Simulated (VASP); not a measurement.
# Al3Ni5 (Amm2) in VASP: single point with PBEsol

Aim: the single point of Al3Ni5 with PBEsol.

Everything below comes from runs of VASP 6.6.1. Logs are shortened: lines on timing, memory, paths and dates and some standing lists are left out, and cuts for length are marked.

## Step 1: The cell of the first run

It takes space group Amm2 (No. 38, orthorhombic). Conventional cell: a = 3.720 Å, b = 6.587 Å, c = 7.384 Å, α = 90.00°, β = 90.00°, γ = 90.00°. Within 3.1 Å of Al (site symmetry mm2) lie 8 Ni at 2.37 to 2.54 Å and 4 Al at 2.72 to 2.84 Å. Within 3.4 Å of Al (site symmetry mm2) lie 10 Ni at 2.44 to 2.54 Å and 5 Al at 2.84 to 3.32 Å. Within 3.4 Å of Al (site symmetry mm2) lie 10 Ni at 2.44 to 2.54 Å and 5 Al at 2.72 to 3.32 Å. Within 3.3 Å of Ni (site symmetry mm2) lie 6 Al at 2.47 to 3.29 Å and 8 Ni at 2.47 to 2.60 Å. Within 3.3 Å of Ni (site symmetry m) lie 6 Al at 2.41 to 2.54 Å and 8 Ni at 2.47 to 3.29 Å. Within 3.1 Å of Ni (site symmetry m) lie 6 Al at 2.37 to 2.54 Å and 7 Ni at 2.60 to 2.95 Å.

## Step 2: Single point, PBEsol (atom 1 (Al) moved +0.083 Å along Cartesian [0 1 0])

File INCAR:

```
SYSTEM = Al3Ni5
PREC = Accurate ; ENCUT = 520
EDIFF = 1E-7 ; ISMEAR = 0
SIGMA = 0.15 ; LREAL = .FALSE.
LASPH = .TRUE. ; NELM = 100
ALGO = Fast ; ISIF = 2
LWAVE = .FALSE. ; LCHARG = .FALSE.
GGA = PS ; NBANDS = 40
```

File KPOINTS:

```
regular mesh
0
G
  8 8 10
  0 0 0
```

File POSCAR:

```
Al3Ni5
1.0
    3.2933322760     -3.6919375971      0.0000000000
    3.2933322760      3.6919375971      0.0000000000
    0.0000000000      0.0000000000      3.7203545651
Al Ni
3 5
Direct
    0.4887186609      0.5112813391      0.0000000000
    0.7796888787      0.2203111213      0.5000000000
    0.2203111213      0.7796888787      0.5000000000
    0.0000000000      0.0000000000      0.0000000000
    0.0000000000      0.5000000000      0.0000000000
    0.5000000000      0.0000000000      0.0000000000
    0.2762373066      0.2762373066      0.5000000000
    0.7237626934      0.7237626934      0.5000000000
```

Potentials or basis: VASP PAW PBE potentials, release 64 (Al, Ni).

Launch:

```
$ cat potpaw_PBE.64/Al/POTCAR potpaw_PBE.64/Ni/POTCAR > POTCAR
$ mpirun -np 1 vasp_std > vasp.out
```

OUTCAR:

```text
SYSTEM = Al3Ni5
   PREC = Accurate
   ENCUT = 520
   EDIFF = 1E-7
   ISMEAR = 0
   LREAL = .FALSE.
   LASPH = .TRUE.
   NELM = 100
   ISIF = 2
   GGA = PS

 ion  position               nearest neighbor table
   1  0.489  0.511  0.000-   7 2.37   8 2.37   7 2.37   8 2.37   5 2.41   6 2.41   5 2.54   6 2.54
                             3 2.72   3 2.72   2 2.84   2 2.84
   2  0.780  0.220  0.500-   7 2.44   8 2.44   4 2.47   4 2.47   6 2.49   5 2.49   5 2.49   6 2.49
                             8 2.54   7 2.54   1 2.84   1 2.84   3 3.25   3 3.32   3 3.32
   3  0.220  0.780  0.500-   7 2.44   8 2.44   4 2.47   4 2.47   6 2.49   5 2.49   5 2.49   6 2.49
                             8 2.54   7 2.54   1 2.72   1 2.72   2 3.25   2 3.32   2 3.32
   4  0.000  0.000  0.000-   2 2.47   3 2.47   2 2.47   3 2.47   5 2.47   6 2.47   5 2.47   6 2.47
                             7 2.60   8 2.60   7 2.60   8 2.60
   5  0.000  0.500  0.000-   1 2.41   4 2.47   4 2.47   2 2.49   2 2.49   3 2.49   3 2.49   1 2.54
                             7 2.63   8 2.63   7 2.63   8 2.63
   6  0.500  0.000  0.000-   1 2.41   4 2.47   4 2.47   2 2.49   2 2.49   3 2.49   3 2.49   1 2.54
                             8 2.63   7 2.63   8 2.63   7 2.63
   7  0.276  0.276  0.500-   1 2.37   1 2.37   3 2.44   2 2.44   2 2.54   3 2.54   4 2.60   4 2.60
                             5 2.63   6 2.63   5 2.63   6 2.63   8 2.95
   8  0.724  0.724  0.500-   1 2.37   1 2.37   3 2.44   2 2.44   2 2.54   3 2.54   4 2.60   4 2.60
                             5 2.63   6 2.63   5 2.63   6 2.63   7 2.95

  LATTYP: Found a base centered orthorhombic cell.
 ALAT       =     6.5866645520
 B/A-ratio  =     1.1210340432
 C/A-ratio  =     0.5648313400

  Lattice vectors:

 A1 = (   3.2933322760,  -3.6919375971,   0.0000000000)
 A2 = (   3.2933322760,   3.6919375971,   0.0000000000)
 A3 = (   0.0000000000,   0.0000000000,   3.7203545651)

Analysis of symmetry for initial positions (statically):
=====================================================================
 Subroutine PRICEL returns:
 Original cell was already a primitive cell.

 Routine SETGRP: Setting up the symmetry group for a
 base centered orthorhombic supercell.

 Subroutine GETGRP returns: Found  4 space group operations
 (whereof  4 operations were pure point group operations)
 out of a pool of  8 trial point group operations.

The static configuration has the point symmetry C_2v.

Analysis of symmetry for dynamics (positions and initial velocities):
=====================================================================
 Subroutine PRICEL returns:
 Original cell was already a primitive cell.

 Routine SETGRP: Setting up the symmetry group for a
 base centered orthorhombic supercell.

 Subroutine GETGRP returns: Found  4 space group operations
 (whereof  4 operations were pure point group operations)
 out of a pool of  8 trial point group operations.

The dynamic configuration has the point symmetry C_2v.

 Subroutine INISYM returns: Found  4 space group operations
 (whereof  4 operations are pure point group operations),
 and found     1 'primitive' translations

----------------------------------------------------------------------------------------

                                     Primitive cell

  volume of cell :      90.4699

  direct lattice vectors                    reciprocal lattice vectors
     3.293332276 -3.691937597  0.000000000     0.151821911 -0.135430241  0.000000000
     3.293332276  3.691937597  0.000000000     0.151821911  0.135430241  0.000000000
     0.000000000  0.000000000  3.720354565     0.000000000  0.000000000  0.268791585

  length of vectors
     4.947367047  4.947367047  3.720354565     0.203448379  0.203448379  0.268791585

  position of ions in fractional coordinates (direct lattice)
     0.488718661  0.511281339  0.000000000
     0.779688879  0.220311121  0.500000000
     0.220311121  0.779688879  0.500000000
     0.000000000  0.000000000  0.000000000
     1.000000000  0.500000000  0.000000000
     0.500000000  1.000000000  0.000000000
     0.276237307  0.276237307  0.500000000
     0.723762693  0.723762693  0.500000000

  ion indices of the primitive-cell ions
   primitive index   ion index
                 1           1
                 2           2
                 3           3
                 4           4
                 5           5
                 6           6
                 7           7
                 8           8

----------------------------------------------------------------------------------------

 KPOINTS: regular mesh

Automatic generation of k-mesh.
 Grid dimensions read from file:
 generate k-points for:    8    8   10

 Generating k-lattice:

  Cartesian coordinates                     Fractional coordinates (reciprocal lattice)
     0.018977739 -0.016928780  0.000000000     0.125000000 -0.000000000  0.000000000
     0.018977739  0.016928780  0.000000000    -0.000000000  0.125000000  0.000000000
     0.000000000  0.000000000  0.026879158     0.000000000  0.000000000  0.100000000

  Length of vectors
     0.025431047  0.025431047  0.026879158

  Shift w.r.t. Gamma in fractional coordinates (k-lattice)
     0.000000000  0.000000000  0.000000000

 Subroutine IBZKPT returns following result:
 ===========================================

 Found    126 irreducible k-points:

 Following reciprocal coordinates:
            Coordinates               Weight
  0.000000  0.000000  0.000000      1.000000
  0.125000  0.000000  0.000000      4.000000
  0.250000  0.000000  0.000000      4.000000
  0.375000  0.000000  0.000000      4.000000
  0.500000  0.000000  0.000000      2.000000
  0.125000  0.125000  0.000000      2.000000
[... 16 lines left out ...]
  0.125000  0.000000  0.100000      8.000000
  0.250000  0.000000  0.100000      8.000000
 [... further k-points ...]
   k-points           NKPTS =    126   k-points in BZ     NKDIM =    126   number of bands    NBANDS=     40
   number of dos      NEDOS =    301   number of ions     NIONS =      8
   total plane-waves  NPLWV =  44800
   dimension x,y,z NGX =    40 NGY =   40 NGZ =   28
   dimension x,y,z NGXF=    80 NGYF=   80 NGZF=   56
   ions per type =               3   5
   NGX,Y,Z   is equivalent  to a cutoff of  13.44, 13.44, 12.51 a.u.
   NGXF,Y,Z  is equivalent  to a cutoff of  26.88, 26.88, 25.02 a.u.
 SYSTEM =  Al3Ni5
   PREC   = accura    normal or accurate (medium, high low for compatibility)
   ISTART =      0    job   : 0-new  1-cont  2-samecut
   ICHARG =      2    charge: 1-file 2-atom 10-const
   ISPIN  =      1    spin polarized calculation?
   LNONCOLLINEAR =      F non collinear calculations
   LSORBIT =      F    spin-orbit coupling
   LASPH  =      T    aspherical Exc in radial PAW
   ENCUT  =  520.0 eV  38.22 Ry    6.18 a.u.   9.20  9.20  6.92*2*pi/ulx,y,z
   NELM   =    100;   NELMIN=  2; NELMDL= -5     # of ELM steps
   EDIFF  = 0.1E-06   stopping-criterion for ELM
   LREAL  =      F    real-space projection
   EDIFFG = 0.1E-05   stopping-criterion for IOM
   NSW    =      0    number of steps for IOM
   IBRION =     -1    ionic relax: 0-MD 1-quasi-New 2-CG
   NFREE  =      0    steps in history (QN), initial steepest desc. (CG)
   ISIF   =      2    stress and relaxation
   ISYM   =      2    0-nonsym 1-usesym 2-fastsym
   POTIM  = 0.5000    time-step for ionic-motion
   TEBEG  =    0.0;   TEEND  =   0.0 temperature during run
   PSTRESS=    0.0 pullay stress
   NELECT =      59.0000    total number of electrons
   NUPDOWN=      -1.0000    fix difference up-down
   EMIN   =  10.00;   EMAX   =-10.00  energy-range for DOS
   EFERMI =   0.00;   METHOD = LEGACY
   ISMEAR =     0;   SIGMA  =   0.15  broadening in eV -4-tet -1-fermi 0-gaus
   EFERMI_NEDOS =   21; number of points for ismear=-14 and -15
   IALGO  =     68    algorithm
   IMIX   =      4    mixing-type and parameters
     AMIX     =   0.40;   BMIX     =  1.00
     AMIX_MAG =   1.60;   BMIX_MAG =  1.00
  volume/ion in A,a.u.               =      11.31        76.32
  Fermi-wavevector in a.u.,A,eV,Ry     =   1.419681  2.682808 27.422461  2.015494
  Thomas-Fermi vector in A             =   2.540676
   LORBIT       =      0    0 simple, 1 ext, 2 COOP (PROOUT), +10 PAW based schemes
   GGA     = PS    functional components
   LHFCALC =     F    Hartree Fock is set to
   AEXX    =    0.0000 exact exchange contribution
   IVDW    =     0    specifies the selected vdW correction
   LEPSILON=     F    determine dielectric tensor
   LRPA    =     F    only Hartree local field effects (RPA)
 non-spin polarized calculation
 RMM-DIIS sequential band-by-band and
 Gauss-broadening in eV      SIGMA  =   0.15
  energy-cutoff  :      520.00
  volume of cell :       90.47
 maximum number of plane-waves:      2461
 NGX is ok and might be reduce to    40
   NGX = 19   NGY = 19   NGZ = 13

 number of electron      58.9999930 magnetization

 Free energy of the ion-electron system (eV)
  ---------------------------------------------------
  ext. energy  EPLUGINS =         0.00000000
  ---------------------------------------------------
  free energy    TOTEN  =       -47.60184419 eV

  energy without entropy =      -47.55880486  energy(sigma->0) =      -47.58032452

 E-fermi :  10.0649     XC(G=0): -12.6255

 val. band max:       10.0638592996   @ k =   0.5000   0.3750   0.5000
 cond. band min:      10.0680274775   @ k =  -0.3750   0.3750   0.4000
 fundamental gap:      0.0041681779
 Fermi energy:        10.0649101281

 k-point     1 :       0.0000    0.0000    0.0000
  band No.  band energies     occupation
      1      -0.8161      2.00000
      2       3.9328      2.00000
      3       4.1357      2.00000
      4       4.9854      2.00000
      5       5.6090      2.00000
      6       5.7563      2.00000
[... 32 lines left out ...]
     39      17.0504      0.00000
     40      17.0740      0.00000

 k-point     2 :       0.1250    0.0000    0.0000
  band No.  band energies     occupation
      1      -0.7178      2.00000
      2       3.3890      2.00000
      3       4.3104      2.00000
      4       5.0125      2.00000
      5       5.5495      2.00000
      6       6.0002      2.00000
[... 32 lines left out ...]
     39      17.2041      0.00000
     40      17.5060      0.00000

 k-point     3 :       0.2500    0.0000    0.0000
  band No.  band energies     occupation
      1      -0.4263      2.00000
      2       2.4932      2.00000
      3       4.5004      2.00000
      4       5.1053      2.00000
      5       5.6003      2.00000
      6       6.0361      2.00000
[... 32 lines left out ...]
     39      17.4645      0.00000
     40      18.2199      0.00000

 k-point     4 :       0.3750    0.0000    0.0000
  band No.  band energies     occupation
      1       0.0429      2.00000
      2       1.5939      2.00000
      3       4.7472      2.00000
      4       5.1611      2.00000
      5       5.5719      2.00000
      6       6.0717      2.00000
[... 32 lines left out ...]
     39      17.2837      0.00000
     40      17.5765      0.00000
[... 772 lines left out ...]
     39      16.8016      0.00000
     40      17.1024      0.00000

 k-point    23 :       0.1250    0.0000    0.1000
  band No.  band energies     occupation
      1      -0.6076      2.00000
      2       3.4545      2.00000
      3       4.3481      2.00000
      4       5.0762      2.00000
      5       5.5532      2.00000
      6       6.0559      2.00000
[... 32 lines left out ...]
     39      17.3503      0.00000
     40      17.6232      0.00000

 k-point    24 :       0.2500    0.0000    0.1000
  band No.  band energies     occupation
      1      -0.3174      2.00000
      2       2.5800      2.00000
      3       4.5410      2.00000
      4       5.1574      2.00000
      5       5.6228      2.00000
      6       6.0687      2.00000
[... 32 lines left out ...]
     39      17.3080      0.00000
     40      17.5627      0.00000

 [... further k-points ...]
[... 5 lines left out ...]
  --------------------------------------------------------------------------------------
  -------------------------------------------------------------------------------------
  Total        0.0813790      0.2806863      0.2628476      0.0000000      0.0000000      0.0000000
  in kB        1.4411823      4.9708153      4.6548998      0.0000000      0.0000000      0.0000000
  external PRESSURE =       3.6889658 kB  Pullay stress =       0.0000000 kB

 VOLUME and BASIS-vectors are now :
 -----------------------------------------------------------------------------
  energy-cutoff  :      520.00
  volume of cell :       90.47
      direct lattice vectors                 reciprocal lattice vectors
     3.293332276 -3.691937597  0.000000000     0.151821911 -0.135430241  0.000000000
     3.293332276  3.691937597  0.000000000     0.151821911  0.135430241  0.000000000
     0.000000000  0.000000000  3.720354565     0.000000000  0.000000000  0.268791585

 POSITION                                       TOTAL-FORCE (eV/Angst)
 -----------------------------------------------------------------------------------
      3.29333      0.08330      0.00000         0.000000     -0.708746      0.000000
      3.29333     -2.06519      1.86018         0.000000      0.115825      0.000000
      3.29333      2.06519      1.86018         0.000000      0.162398      0.000000
      0.00000      0.00000      0.00000         0.000000     -0.009552      0.000000
      1.64667      1.84597      0.00000        -0.205228      0.218573      0.000000
      1.64667     -1.84597      0.00000         0.205228      0.218573      0.000000
      1.81948      0.00000      1.86018         0.006604      0.001465      0.000000
      4.76718      0.00000      1.86018        -0.006604      0.001465      0.000000
 -----------------------------------------------------------------------------------
    total drift:                               -0.000000      0.000009      0.000000

  FREE ENERGIE OF THE ION-ELECTRON SYSTEM (eV)
  ---------------------------------------------------
  free  energy   TOTEN  =       -47.6018441868 eV

  energy  without entropy=      -47.5588048601  energy(sigma->0) =      -47.58032452
```

Run time: 14 min. Hardware: 1 thread of Intel Xeon 8259CL, shared host; peak memory 0.45 GiB.

What came out:

| Quantity | Value |
| --- | --- |
| Free energy | -47.6018 eV |
| Pressure | 0.4 GPa |
| Largest force | 0.709 eV/Å |
| Band gap on the k mesh | zero (an odd number of electrons rules out a gap without spin polarisation) |

Forces on the atoms (eV/Å):
```
Al   0.000 -0.709  0.000
Al   0.000  0.116  0.000
Al   0.000  0.162  0.000
Ni   0.000 -0.010  0.000
Ni  -0.205  0.219  0.000
Ni   0.205  0.219  0.000
Ni   0.007  0.001  0.000
Ni  -0.007  0.001  0.000
```

Caveat: the cell differs from its parent crystal (atom 1 (Al) moved +0.083 Å along Cartesian [0 1 0]); the PAW data sets were made with another functional, which shifts forces and pressure a little.
